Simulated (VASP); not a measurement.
Write the native input for VASP 6.6.1 that does the following.

- Task: dielectric tensor
- Functional: PBE
- Potentials or basis: VASP PAW PBE potentials, release 64 (Pb_d, F)
- Cutoff: 520 eV
- k mesh: 6 × 6 × 6
- Occupations: gaussian, width 0.01 eV
- Spin: no spin polarisation
- Dipole correction: no
- Further INCAR settings: ALGO = Normal; EDIFF = 1e-08

The structure of PbF2 lies in POSCAR:

```
PbF2
1.0
    0.0000000000      2.9604381116      2.9604381116
    2.9604381116      0.0000000000      2.9604381116
    2.9604381116      2.9604381116      0.0000000000
Pb F
1 2
Direct
    0.0000000000      0.0000000000      0.0000000000
    0.2500000000      0.2500000000      0.2500000000
    0.7500000000      0.7500000000      0.7500000000
```

These files were run (other wordings do the same):

INCAR

```
ALGO = Normal
EDIFF = 1E-8
ENCUT = 520
GGA = PE
ISIF = 2
ISMEAR = 0
LASPH = True
LCHARG = False
LEPSILON = True
LREAL = False
LWAVE = False
NELM = 60
PREC = Accurate
SIGMA = 0.01
```

KPOINTS

```
k-points
0
Gamma
  6 6 6
```

Potentials or basis: VASP PAW PBE potentials, release 64 (Pb_d, F).

Launch:

```bash
$ cat potpaw_PBE.64/Pb_d/POTCAR potpaw_PBE.64/F/POTCAR > POTCAR
$ mpirun -np 1 vasp_std > vasp.out
```

Results of the run:

```json
{
 "Band gap on the k mesh": "4.44 eV, indirect (least direct gap 4.56 eV)",
 "Electronic dielectric tensor (diagonal)": "3.32",
 "Born charges (mean of the diagonal)": "Pb +3.19; F -1.60 e"
}
```

Caveat: spin-orbit coupling is left out, which moves the levels of the heavy elements.

Wall time 110 s on 1 thread of AMD EPYC 9R45 (Zen 5), with other jobs on the host, peak memory 0.21 GiB.
